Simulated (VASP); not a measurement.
# Al3GaN4 (Pm) in VASP: notebook

Al3GaN4 is run at these levels: r2SCAN; tasks: single point.

All numbers are computed with VASP 6.6.1; they aren't measurements. Logs are shortened: lines on timing, memory, paths and dates and some standing lists are left out, and cuts for length are marked.

## Step 1: The cell of the first run

The structure is monoclinic, space group Pm (No. 6). The conventional cell has a = 5.038 Å, b = 3.125 Å, c = 5.410 Å, α = 90.00°, β = 90.03°, γ = 90.00°. Al (site symmetry m) has 4 N at 1.88 to 1.90 Å within 2.5 Å. Within 2.5 Å of Al (site symmetry m) lie 4 N at 1.89 to 1.90 Å. Within 2.5 Å of Al (site symmetry m) lie 4 N at 1.89 to 1.90 Å. Within 2.6 Å of Ga (site symmetry m) lie 4 N at 1.93 to 1.96 Å. N (site symmetry m) has 3 Al at 1.89 Å and 1 Ga at 1.96 Å within 2.5 Å. Within 2.5 Å of N (site symmetry m) lie 4 Al at 1.90 Å. N (site symmetry m) has 2 Al at 1.88 to 1.89 Å and 2 Ga at 1.93 Å within 2.5 Å. N (site symmetry m) has 3 Al at 1.89 to 1.90 Å and 1 Ga at 1.94 Å within 2.5 Å.

## Step 2: Single point, r2SCAN

Input file POSCAR:

```
Al3GaN4
1.0
    5.0380821998      0.0000000000      0.0000000000
    0.0000000000      3.1249488270      0.0000000000
   -0.0032252750      0.0000000000      5.4103930200
Al Ga N
3 1 4
Direct
    0.5002216621      0.5000000000      0.1672550744
    0.0006683705      0.5000000000      0.8349019371
    0.0010043256      0.0000000000      0.3316444641
    0.4994946875      0.0000000000      0.6662044645
    0.1107069786      0.0000000000      0.6663170127
    0.1226755896      0.5000000000      0.1671322914
    0.6254135995      0.5000000000      0.8406810062
    0.6234137865      0.0000000000      0.3258647496
```

Input file INCAR.step1:

```
SYSTEM = Al3GaN4
  PREC = Accurate
  ENCUT = 520
  ISMEAR = 0
  SIGMA = 0.02
  LREAL = .False.
  LASPH = .True.
  NELM = 80
  NBANDS = 31
  GGA = PE
  ALGO = Normal
  EDIFF = 1E-4
  LWAVE = .True.
  LCHARG = .False.
```

Input file INCAR.step2:

```
SYSTEM = Al3GaN4
  PREC = Accurate
  ENCUT = 520
  EDIFF = 1E-6
  ISMEAR = 0
  SIGMA = 0.02
  LREAL = .False.
  LASPH = .True.
  NELM = 80
  ALGO = Normal
  ISIF = 2
  LWAVE = .False.
  LCHARG = .False.
  METAGGA = R2SCAN
  LMIXTAU = .True.
  NBANDS = 31
  ISTART = 1
```

Input file KPOINTS:

```
regular mesh
0
Gamma
  6 8 4
  0 0 0
```

Potentials or basis: VASP PAW PBE potentials, release 64 (Al, Ga_d, N).

The run is started by

```console
$ cat potpaw_PBE.64/Al/POTCAR potpaw_PBE.64/Ga_d/POTCAR potpaw_PBE.64/N/POTCAR > POTCAR
$ cp INCAR.step1 INCAR
$ mpirun -np 1 vasp_std > vasp.out
$ cp INCAR.step2 INCAR
$ mpirun -np 1 vasp_std > vasp.out
```

OUTCAR:

```text
SYSTEM = Al3GaN4
   PREC = Accurate
   ENCUT = 520
   EDIFF = 1E-6
   ISMEAR = 0
   LREAL = .False.
   LASPH = .True.
   NELM = 80
   ISIF = 2
   METAGGA = R2SCAN
   ISTART = 1

 ion  position               nearest neighbor table
   1  0.500  0.500  0.167-   7 1.88   8 1.89   8 1.89   6 1.90   3 3.09   3 3.09   2 3.09   3 3.10
                             3 3.10   2 3.10   4 3.12   4 3.12   4 3.13   4 3.13
   2  0.001  0.500  0.835-   7 1.89   5 1.89   5 1.89   6 1.90   1 3.09   4 3.10   4 3.10   1 3.10
                             4 3.11   4 3.11   3 3.11   3 3.11   3 3.14   3 3.14
   3  0.001  0.000  0.332-   5 1.89   6 1.90   6 1.90   8 1.90   1 3.09   1 3.09   4 3.09   1 3.10
                             1 3.10   2 3.11   2 3.11   4 3.11   2 3.14   2 3.14
   4  0.499  0.000  0.666-   7 1.93   7 1.93   8 1.94   5 1.96   3 3.09   2 3.10   2 3.10   2 3.11
                             2 3.11   3 3.11   1 3.12   1 3.12   1 3.13   1 3.13
   5  0.111  0.000  0.666-   2 1.89   2 1.89   3 1.89   4 1.96
   6  0.123  0.500  0.167-   2 1.90   3 1.90   3 1.90   1 1.90
   7  0.625  0.500  0.841-   1 1.88   2 1.89   4 1.93   4 1.93
   8  0.623  0.000  0.326-   1 1.89   1 1.89   3 1.90   4 1.94

  LATTYP: Found a simple monoclinic cell.
 ALAT       =     5.0380821998
 B/A-ratio  =     0.6202655501
 C/A-ratio  =     1.0738995052
 COS(beta)  =    -0.0005961257

  Lattice vectors:

 A1 = (   5.0380821998,   0.0000000000,   0.0000000000)
 A2 = (   0.0000000000,   3.1249488270,   0.0000000000)
 A3 = (  -0.0032252750,   0.0000000000,   5.4103930200)

Analysis of symmetry for initial positions (statically):
=====================================================================
 Subroutine PRICEL returns:
 Original cell was already a primitive cell.

 Routine SETGRP: Setting up the symmetry group for a
 simple monoclinic supercell.

 Subroutine GETGRP returns: Found  2 space group operations
 (whereof  2 operations were pure point group operations)
 out of a pool of  4 trial point group operations.

The static configuration has the point symmetry C_1h.

Analysis of symmetry for dynamics (positions and initial velocities):
=====================================================================
 Subroutine PRICEL returns:
 Original cell was already a primitive cell.

 Routine SETGRP: Setting up the symmetry group for a
 simple monoclinic supercell.

 Subroutine GETGRP returns: Found  2 space group operations
 (whereof  2 operations were pure point group operations)
 out of a pool of  4 trial point group operations.

The dynamic configuration has the point symmetry C_1h.

 Subroutine INISYM returns: Found  2 space group operations
 (whereof  2 operations are pure point group operations),
 and found     1 'primitive' translations

----------------------------------------------------------------------------------------

                                     Primitive cell

  volume of cell :      85.1799

  direct lattice vectors                    reciprocal lattice vectors
     5.038082200  0.000000000  0.000000000     0.198488226  0.000000000  0.000118324
     0.000000000  3.124948827  0.000000000     0.000000000  0.320005240  0.000000000
    -0.003225275  0.000000000  5.410393020     0.000000000  0.000000000  0.184829456

  length of vectors
     5.038082200  3.124948827  5.410393981     0.198488262  0.320005240  0.184829456

  position of ions in fractional coordinates (direct lattice)
     0.500221662  0.500000000  0.167255074
     0.000668371  0.500000000  0.834901937
     0.001004326  0.000000000  0.331644464
     0.499494687  0.000000000  0.666204464
     0.110706979  0.000000000  0.666317013
     0.122675590  0.500000000  0.167132291
     0.625413599  0.500000000  0.840681006
     0.623413787  0.000000000  0.325864750

  ion indices of the primitive-cell ions
   primitive index   ion index
                 1           1
                 2           2
                 3           3
                 4           4
                 5           5
                 6           6
                 7           7
                 8           8

----------------------------------------------------------------------------------------

 KPOINTS: regular mesh

Automatic generation of k-mesh.
 Grid dimensions read from file:
 generate k-points for:    6    8    4

 Generating k-lattice:

  Cartesian coordinates                     Fractional coordinates (reciprocal lattice)
     0.033081371  0.000000000  0.000019721     0.166666667  0.000000000  0.000000000
     0.000000000  0.040000655  0.000000000     0.000000000  0.125000000  0.000000000
     0.000000000  0.000000000  0.046207364     0.000000000  0.000000000  0.250000000

  Length of vectors
     0.033081377  0.040000655  0.046207364

  Shift w.r.t. Gamma in fractional coordinates (k-lattice)
     0.000000000  0.000000000  0.000000000

 Subroutine IBZKPT returns following result:
 ===========================================

 Found     70 irreducible k-points:

 Following reciprocal coordinates:
            Coordinates               Weight
  0.000000  0.000000  0.000000      1.000000
  0.166667  0.000000  0.000000      2.000000
  0.333333  0.000000 -0.000000      2.000000
  0.500000  0.000000 -0.000000      1.000000
  0.000000  0.125000  0.000000      2.000000
  0.166667  0.125000  0.000000      4.000000
[... 16 lines left out ...]
  0.333333  0.000000  0.250000      2.000000
  0.500000  0.000000  0.250000      2.000000
 [... further k-points ...]
   k-points           NKPTS =     70   k-points in BZ     NKDIM =     70   number of bands    NBANDS=     31
   number of dos      NEDOS =    301   number of ions     NIONS =      8
   total plane-waves  NPLWV =  38400
   dimension x,y,z NGX =    40 NGY =   24 NGZ =   40
   dimension x,y,z NGXF=    80 NGYF=   48 NGZF=   80
   ions per type =               3   1   4
   NGX,Y,Z   is equivalent  to a cutoff of  13.20, 12.77, 12.29 a.u.
   NGXF,Y,Z  is equivalent  to a cutoff of  26.40, 25.54, 24.58 a.u.
 SYSTEM =  Al3GaN4
   PREC   = accura    normal or accurate (medium, high low for compatibility)
   ISTART =      1    job   : 0-new  1-cont  2-samecut
   ICHARG =      0    charge: 1-file 2-atom 10-const
   ISPIN  =      1    spin polarized calculation?
   LNONCOLLINEAR =      F non collinear calculations
[... 11 lines left out ...]
   ISYM   =      2    0-nonsym 1-usesym 2-fastsym
   POTIM  = 0.5000    time-step for ionic-motion
   TEBEG  =    0.0;   TEEND  =   0.0 temperature during run
   PSTRESS=    0.0 pullay stress
   NELECT =      42.0000    total number of electrons
   NUPDOWN=      -1.0000    fix difference up-down
   EMIN   =  10.00;   EMAX   =-10.00  energy-range for DOS
   EFERMI =   0.00;   METHOD = LEGACY
   ISMEAR =     0;   SIGMA  =   0.02  broadening in eV -4-tet -1-fermi 0-gaus
   EFERMI_NEDOS =   21; number of points for ismear=-14 and -15
   IALGO  =     38    algorithm
   IMIX   =      4    mixing-type and parameters
     AMIX     =   0.40;   BMIX     =  1.00
     AMIX_MAG =   1.60;   BMIX_MAG =  1.00
  volume/ion in A,a.u.               =      10.65        71.85
  Fermi-wavevector in a.u.,A,eV,Ry     =   1.293339  2.444056 22.758805  1.672725
  Thomas-Fermi vector in A             =   2.424990
   LORBIT       =      0    0 simple, 1 ext, 2 COOP (PROOUT), +10 PAW based schemes
   METAGGA = R2SCAN    functional components
   LHFCALC =     F    Hartree Fock is set to
   AEXX    =    0.0000 exact exchange contribution
   IVDW    =     0    specifies the selected vdW correction
   LEPSILON=     F    determine dielectric tensor
   LRPA    =     F    only Hartree local field effects (RPA)
 non-spin polarized calculation
 Gauss-broadening in eV      SIGMA  =   0.02
  energy-cutoff  :      520.00
  volume of cell :       85.18
 maximum number of plane-waves:      2328
 NGX is ok and might be reduce to    40
   NGX = 19   NGY = 11   NGZ = 21

 number of electron      41.9999992 magnetization

 Free energy of the ion-electron system (eV)
  ---------------------------------------------------
  ext. energy  EPLUGINS =         0.00000000
  ---------------------------------------------------
  free energy    TOTEN  =       -79.56036427 eV

  energy without entropy =      -79.56036427  energy(sigma->0) =      -79.56036427

 E-fermi :   5.8098     XC(G=0): -11.7493

 val. band max:        5.6580049602   @ k =   0.0000   0.0000   0.0000
 cond. band min:       9.8206968971   @ k =   0.0000   0.0000   0.0000
 fundamental gap:      4.1626919369
 Fermi energy:         5.8097698873

 k-point     1 :       0.0000    0.0000    0.0000
  band No.  band energies     occupation
      1     -10.5022      2.00000
      2      -9.0258      2.00000
      3      -8.9878      2.00000
      4      -8.1742      2.00000
      5      -7.5228      2.00000
      6      -7.4136      2.00000
[... 23 lines left out ...]
     30      17.5685      0.00000
     31      17.6349      0.00000

 k-point     2 :       0.1667    0.0000    0.0000
  band No.  band energies     occupation
      1     -10.4043      2.00000
      2      -9.0671      2.00000
      3      -8.9870      2.00000
      4      -8.2295      2.00000
      5      -7.5230      2.00000
      6      -7.4162      2.00000
[... 23 lines left out ...]
     30      17.4684      0.00000
     31      17.7446      0.00000

 k-point     3 :       0.3333    0.0000   -0.0000
  band No.  band energies     occupation
      1     -10.1315      2.00000
      2      -9.2921      2.00000
      3      -8.9479      2.00000
      4      -8.3166      2.00000
      5      -7.5234      2.00000
      6      -7.4222      2.00000
[... 23 lines left out ...]
     30      17.3246      0.00000
     31      17.4642      0.00000

 k-point     4 :       0.5000    0.0000   -0.0000
  band No.  band energies     occupation
      1      -9.8408      2.00000
      2      -9.5764      2.00000
      3      -8.9281      2.00000
      4      -8.3435      2.00000
      5      -7.5236      2.00000
      6      -7.4259      2.00000
[... 23 lines left out ...]
     30      17.4718      0.00000
     31      17.5381      0.00000

 k-point     5 :       0.0000    0.1250    0.0000
  band No.  band energies     occupation
      1     -10.3628      2.00000
      2      -8.9950      2.00000
      3      -8.9331      2.00000
      4      -8.1409      2.00000
      5      -7.4998      2.00000
      6      -7.4022      2.00000
[... 23 lines left out ...]
     30      17.2367      0.00000
     31      18.0008      0.00000
[... 542 lines left out ...]
     30      17.3743      0.00000
     31      18.0408      0.00000

 k-point    22 :       0.1667    0.0000    0.2500
  band No.  band energies     occupation
      1     -10.2251      2.00000
      2      -9.2307      2.00000
      3      -8.9635      2.00000
      4      -8.3313      2.00000
      5      -7.5233      2.00000
      6      -7.4175      2.00000
[... 23 lines left out ...]
     30      17.6138      0.00000
     31      17.6334      0.00000

 k-point    23 :       0.3333    0.0000    0.2500
  band No.  band energies     occupation
      1      -9.9691      2.00000
      2      -9.1958      2.00000
      3      -9.0882      2.00000
      4      -8.4457      2.00000
      5      -7.5237      2.00000
      6      -7.4181      2.00000
[... 23 lines left out ...]
     30      17.4194      0.00000
     31      17.7532      0.00000

 k-point    24 :       0.5000    0.0000    0.2500
  band No.  band energies     occupation
      1      -9.7140      2.00000
      2      -9.4249      2.00000
      3      -9.0150      2.00000
      4      -8.5255      2.00000
      5      -7.5239      2.00000
      6      -7.4205      2.00000
[... 23 lines left out ...]
     30      17.3923      0.00000
     31      17.9375      0.00000

 [... further k-points ...]
[... 5 lines left out ...]
  --------------------------------------------------------------------------------------
  -------------------------------------------------------------------------------------
  Total        0.0158231     -0.0051826      0.0032601      0.0000000      0.0000000     -0.0032782
  in kB        0.2976221     -0.0974813      0.0613206      0.0000000      0.0000000     -0.0616605
  external PRESSURE =       0.0871538 kB  Pullay stress =       0.0000000 kB

 VOLUME and BASIS-vectors are now :
 -----------------------------------------------------------------------------
  energy-cutoff  :      520.00
  volume of cell :       85.18
      direct lattice vectors                 reciprocal lattice vectors
     5.038082200  0.000000000  0.000000000     0.198488226  0.000000000  0.000118324
     0.000000000  3.124948827  0.000000000     0.000000000  0.320005240  0.000000000
    -0.003225275  0.000000000  5.410393020     0.000000000  0.000000000  0.184829456

 POSITION                                       TOTAL-FORCE (eV/Angst)
 -----------------------------------------------------------------------------------
      2.51962      1.56247      0.90492         0.006981      0.000000      0.001169
      0.00067      1.56247      4.51715        -0.002515      0.000000      0.004515
      0.00399      0.00000      1.79433        -0.000692      0.000000     -0.002487
      2.51435      0.00000      3.60443         0.004797      0.000000     -0.009292
      0.55560      0.00000      3.60504        -0.073868      0.000000      0.001057
      0.61751      1.56247      0.90425        -0.002213      0.000000     -0.000136
      3.14817      1.56247      4.54841         0.047034      0.000000      0.077810
      3.13976      0.00000      1.76306         0.020477      0.000000     -0.072637
 -----------------------------------------------------------------------------------
    total drift:                                0.050781      0.000000     -0.006903

  FREE ENERGIE OF THE ION-ELECTRON SYSTEM (eV)
  ---------------------------------------------------
  free  energy   TOTEN  =       -79.5603642736 eV

  energy  without entropy=      -79.5603642736  energy(sigma->0) =      -79.56036427
```

Run time: 3.9 min. Hardware: 1 thread of Intel Xeon 6975P-C (Granite Rapids), shared host; peak memory 0.31 GiB.

What came out:

- Free energy: -79.5604 eV
- Pressure: 0.0 GPa
- Largest force: 0.091 eV/Å
- Band gap on the k mesh: 4.16 eV, direct

Forces on the atoms (eV/Å):
```
Al   0.007  0.000  0.001
Al  -0.003  0.000  0.005
Al  -0.001  0.000 -0.002
Ga   0.005  0.000 -0.009
N   -0.074  0.000  0.001
N   -0.002  0.000  0.000
N    0.047  0.000  0.078
N    0.020  0.000 -0.073
```

Levels at points of the mesh, in eV from the valence-band top:
| k point | band 17 | band 18 | band 19 | band 20 | band 21 | band 22 | band 23 | band 24 | band 25 | band 26 |
| --- | --- | --- | --- | --- | --- | --- | --- | --- | --- | --- |
| (0.00, 0.00, 0.00) | -0.92 | -0.77 | -0.09 | -0.01 | 0.00 | 4.16 | 6.23 | 6.60 | 6.83 | 8.47 |
| (0.50, 0.00, 0.00) | -1.32 | -0.70 | -0.70 | -0.32 | -0.26 | 5.54 | 5.93 | 6.40 | 6.87 | 9.40 |
| (0.00, 0.50, 0.00) | -2.92 | -1.94 | -1.84 | -1.57 | -1.52 | 6.35 | 6.37 | 8.39 | 8.50 | 8.82 |
| (0.50, 0.50, 0.00) | -2.99 | -1.23 | -1.21 | -1.19 | -0.88 | 6.85 | 7.23 | 7.25 | 7.28 | 9.08 |
| (0.00, 0.00, 0.50) | -1.60 | -0.59 | -0.59 | -0.40 | -0.19 | 6.19 | 6.54 | 7.79 | 8.24 | 8.62 |
| (0.50, 0.00, 0.50) | -1.45 | -1.25 | -1.20 | -1.17 | -0.72 | 6.58 | 6.87 | 7.09 | 7.23 | 8.95 |
| (0.00, 0.50, 0.50) | -2.26 | -1.92 | -1.86 | -0.82 | -0.65 | 5.94 | 6.31 | 6.52 | 6.61 | 7.79 |
| (0.50, 0.50, 0.50) | -1.62 | -1.57 | -1.47 | -1.42 | -1.19 | 5.40 | 5.83 | 5.87 | 5.91 | 8.58 |

Caveat: the PAW data sets were made with another functional, which shifts forces and pressure a little. r2SCAN opens gaps a little over a GGA but as a rule still falls short of measured ones.

## Step 3: Single point, r2SCAN (strain along c alone, the other axes held: +1.5 %, then relaxed in part)

Input file POSCAR:

```
Al3GaN4
1.0
    5.0380822266      0.0000000000     -0.0000450499
    0.0000000000      3.1249488270      0.0000000000
   -0.0032736541      0.0000000000      5.4915489153
Al Ga N
3 1 4
Direct
    0.5007425164      0.5000000000      0.1668756316
    0.0012142963      0.5000000000      0.8352085755
    0.0015485602      0.0000000000      0.3320598032
    0.5003053976      0.0000000000      0.6657309690
    0.1102473589      0.0000000000      0.6649939414
    0.1219825070      0.5000000000      0.1658437471
    0.6247310493      0.5000000000      0.8420455009
    0.6228273143      0.0000000000      0.3272428312
```

Input file INCAR.step1:

```
SYSTEM = Al3GaN4
ALGO = Normal ; EDIFF = 1E-4
ENCUT = 520 ; GGA = PE
ISMEAR = 0 ; LASPH = .True.
LCHARG = .False. ; LREAL = .False.
LWAVE = .True. ; NBANDS = 31
NELM = 80 ; PREC = Accurate
SIGMA = 0.02
```

Input file INCAR.step2:

```
SYSTEM = Al3GaN4
ALGO = Normal ; EDIFF = 1E-6
ENCUT = 520 ; ISIF = 2
ISMEAR = 0 ; ISTART = 1
LASPH = .True. ; LCHARG = .True.
LELF = .True. ; LMIXTAU = .True.
LREAL = .False. ; LVHAR = .True.
LWAVE = .False. ; METAGGA = R2SCAN
NBANDS = 31 ; NELM = 80
PREC = Accurate ; SIGMA = 0.02
```

Input file KPOINTS:

```
k-points
0
Gamma
  6 8 4
  0 0 0
```

Potentials or basis: VASP PAW PBE potentials, release 64 (Al, Ga_d, N).

The run is started by

```console
$ cat potpaw_PBE.64/Al/POTCAR potpaw_PBE.64/Ga_d/POTCAR potpaw_PBE.64/N/POTCAR > POTCAR
$ cp INCAR.step1 INCAR
$ mpirun -np 1 vasp_std > vasp.out
$ cp INCAR.step2 INCAR
$ mpirun -np 1 vasp_std > vasp.out
```

Wall time 4 min (1 thread of Intel Xeon 6975P-C (Granite Rapids), shared host); peak memory 0.31 GiB.

It converged, with:

* Free energy: -79.5385 eV
* Pressure: -3.0 GPa
* Largest force: 0.090 eV/Å
* Band gap on the k mesh: 4.01 eV, direct

Forces on the atoms (eV/Å):
```
Al   0.004  0.000 -0.004
Al  -0.004  0.000  0.001
Al  -0.002  0.000 -0.001
Ga   0.012  0.000 -0.001
N   -0.071  0.000 -0.001
N   -0.001  0.000 -0.002
N    0.045  0.000  0.078
N    0.018  0.000 -0.071
```

Stress tensor (GPa, compression positive):
```
-1.45  0.00  0.01
 0.00 -1.90  0.00
 0.01  0.00 -5.78
```

Levels at points of the mesh, in eV from the valence-band top:
```tsv
k point	band 17	band 18	band 19	band 20	band 21	band 22	band 23	band 24	band 25	band 26
(0.00, 0.00, 0.00)	-0.94	-0.71	-0.19	0.00	0.00	4.01	6.21	6.62	6.67	8.40
(0.50, 0.00, 0.00)	-1.31	-0.80	-0.68	-0.44	-0.26	5.48	5.89	6.24	6.69	9.35
(0.00, 0.50, 0.00)	-2.94	-1.94	-1.86	-1.57	-1.52	6.32	6.34	8.22	8.32	8.56
(0.50, 0.50, 0.00)	-3.01	-1.21	-1.20	-1.17	-0.85	6.77	7.13	7.16	7.21	8.92
(0.00, 0.00, 0.50)	-1.56	-0.60	-0.55	-0.43	-0.16	6.07	6.45	7.72	8.18	8.54
(0.50, 0.00, 0.50)	-1.44	-1.20	-1.15	-1.13	-0.69	6.51	6.81	7.02	7.15	8.75
(0.00, 0.50, 0.50)	-2.35	-1.90	-1.83	-0.88	-0.72	5.74	6.25	6.36	6.52	7.62
(0.50, 0.50, 0.50)	-1.62	-1.58	-1.52	-1.47	-1.16	5.32	5.75	5.80	5.82	8.43
```

Caveat: the cell differs from its parent crystal (strain along c alone, the other axes held: +1.5 %, then relaxed in part); the PAW data sets were made with another functional, which shifts forces and pressure a little. A k mesh can miss the band edges.
